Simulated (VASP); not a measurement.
C: single point with PBEsol

C, a slab with vacuum:

```
C
1.0
     2.45888    0.00000    0.00000
    -1.22944    2.12945    0.00000
     0.00000    0.00000   22.30703
C
6
Cartesian
  0.0000 0.0000 7.5000
  0.0000 1.4196 7.5000
  0.0000 0.0000 11.1535
  1.2294 0.7098 11.1535
  0.0000 0.0000 14.8070
  0.0000 1.4196 14.8070
```

* Program: VASP 6.6.1
* Task: single point
* Functional: PBEsol
* Potentials or basis: VASP PAW PBE potentials, release 64 (C)
* Cutoff: 520 eV
* k mesh: 15 × 15 × 1
* Occupations: gaussian, width 0.1 eV
* Spin: no spin polarisation
* Dipole correction: yes
* Further INCAR settings: ALGO = Normal; EDIFF = 1e-06; NBANDS = 21

```
Largest force          : 0.005 eV/Å
Band gap on the k mesh : zero (filled and empty bands touch)
```

Forces on the atoms (eV/Å):
```
C    0.000  0.000  0.005
C    0.000  0.000 -0.003
C    0.000  0.000  0.000
C    0.000  0.000  0.000
C    0.000  0.000 -0.005
C    0.000  0.000  0.003
```

Levels at points of the mesh, in eV from the Fermi level:
```tsv
k point	band 9	band 10	band 11	band 12	band 13	band 14	band 15	band 16
(0.00, 0.00, 0.00)	-2.99	-2.99	-2.99	-2.99	3.41	3.75	4.45	5.33
```

Wall time 2.6 min on 1 thread of Intel Xeon 8259CL, on a shared host, peak memory 0.23 GiB.

Caveat: the PAW data sets were made with another functional, which shifts forces and pressure a little.
